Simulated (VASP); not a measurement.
Input of a VASP 6.6.1 run:

File INCAR:

```
PREC = Accurate ; ENCUT = 520
EDIFF = 1E-6 ; ISMEAR = -1
SIGMA = 0.06122561905347299 ; LREAL = False
LASPH = True ; NELM = 100
ALGO = Normal ; ISIF = 2
LWAVE = False ; LCHARG = False
GGA = PE ; NBANDS = 12
```

KPOINTS

```
Automatic mesh
0
Gamma
  25 25 25
```

POSCAR

```
Zn
1.0
   -1.5760564744      1.5760564744      1.5760564744
    1.5760564744     -1.5760564744      1.5760564744
    1.5760564744      1.5760564744     -1.5760564744
Zn
1
Direct
    0.0000000000      0.0000000000      0.0000000000
```

Potentials or basis: VASP PAW PBE potentials, release 64 (Zn).

Run with:

```sh
$ cat potpaw_PBE.64/Zn/POTCAR > POTCAR
$ mpirun -np 1 vasp_std > vasp.out
```

(1) Estimate the pressure.

(2) What does it give for the band gap on the k mesh?

Answers

(1) -0.7 GPa.

(2) zero (bands 6 and 7 overlap by 4.83 eV).
